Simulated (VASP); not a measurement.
Wanted: the native input for a VASP 6.6.1 run.

* Task: single point
* Functional: PBEsol
* Potentials or basis: VASP PAW PBE potentials, release 64 (Ba_sv, Ti_sv, O)
* Cutoff: 520 eV
* k mesh: 8 × 8 × 8
* Occupations: gaussian, width 0.02 eV
* Spin: no spin polarisation
* Dipole correction: no
* Further INCAR settings: ALGO = Normal; EDIFF = 1e-06; NBANDS = 28

The structure of BaTiO3 lies in POSCAR:

```
BaTiO3
1.0
    3.9498038939      0.0000000000      0.0000000000
    0.0000000000      2.8285049170      2.8388657015
    0.0000000000     -2.8285049170      2.8388657015
Ba Ti O
1 1 3
Direct
    0.0000000000      0.0070421678      0.0070421678
    0.5000000000      0.5198578295      0.5198578295
    0.0000000000      0.4914316057      0.4914316057
    0.5000000000      0.4937586609      0.9847897359
    0.5000000000      0.9847897359      0.4937586609
```

One way to write it, as run:

INCAR

```
PREC = Accurate
ENCUT = 520
EDIFF = 1E-6
ISMEAR = 0
SIGMA = 0.02
LREAL = F
LASPH = T
NELM = 100
ALGO = Normal
ISIF = 2
LWAVE = F
LCHARG = F
GGA = PS
NBANDS = 28
```

KPOINTS

```
regular mesh
0
Gamma
  8 8 8
```

Potentials or basis: VASP PAW PBE potentials, release 64 (Ba_sv, Ti_sv, O).

Run with:

```sh
$ cat potpaw_PBE.64/Ba_sv/POTCAR potpaw_PBE.64/Ti_sv/POTCAR potpaw_PBE.64/O/POTCAR > POTCAR
$ mpirun -np 1 vasp_std > vasp.out
```

Results of the run:

```
Pressure               : 1.9 GPa
Largest force          : 0.056 eV/Å
Band gap on the k mesh : 2.09 eV (least direct gap 2.44 eV)
```

Caveat: the PAW data sets were made with another functional, which shifts forces and pressure a little; spin-orbit coupling is left out, which moves the levels of the heavy elements.

It took 3.4 min on 1 thread of AMD EPYC 7R43 64-Core Processor (Zen 3) (shared host), peak memory 0.26 GiB.
